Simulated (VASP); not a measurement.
Wanted: the native input for a VASP 6.6.1 run.

```yaml
Task: single point
Functional: PBE
Potentials_or_basis: VASP PAW PBE potentials, release 64 (Ga_d)
Cutoff: 520 eV
k_mesh: 20 × 20 × 20
Occupations: gaussian, width 0.1 eV
Spin: no spin polarisation
Dipole_correction: no
Further_INCAR_settings: ALGO = Normal; EDIFF = 1e-07; NBANDS = 12
```

The structure of Ga lies in POSCAR:

```
Ga
1.0
    2.7161341731      0.0000000000      0.0000000000
    0.0000000000      2.7161341731      0.0000000000
    0.0000000000      0.0000000000      2.7171847977
Ga
1
Direct
    0.0000000000      0.0000000000      0.0000000000
```

One way to write it, as run:

INCAR

```
PREC     = Accurate       # precision mode
ENCUT    = 520            # plane-wave cutoff, eV
EDIFF    = 1E-7           # SCF threshold, eV
ISMEAR   = 0              # smearing method
SIGMA    = 0.1            # smearing width, eV
LREAL    = F              # projectors in reciprocal space
LASPH    = T              # aspherical terms in the spheres
NELM     = 100            # most SCF steps
ALGO     = Normal         # electronic algorithm
ISIF     = 2              # what is computed and relaxed
LWAVE    = F              # write WAVECAR
LCHARG   = F              # write CHGCAR
GGA      = PE             # functional
NBANDS   = 12             # bands
```

KPOINTS

```
Automatic mesh
0
Gamma
  20 20 20
```

Potentials or basis: VASP PAW PBE potentials, release 64 (Ga_d).

Launch:

```bash
$ cat potpaw_PBE.64/Ga_d/POTCAR > POTCAR
$ mpirun -np 1 vasp_std > vasp.out
```

Results of the run:

| Quantity | Value |
| --- | --- |
| Pressure | 0.1 GPa |

It took 2 min on 1 thread of Intel(R) Xeon(R) Platinum 8259CL CPU @ 2.50GHz (Skylake/Cascade Lake) (shared host), peak memory 0.26 GiB.
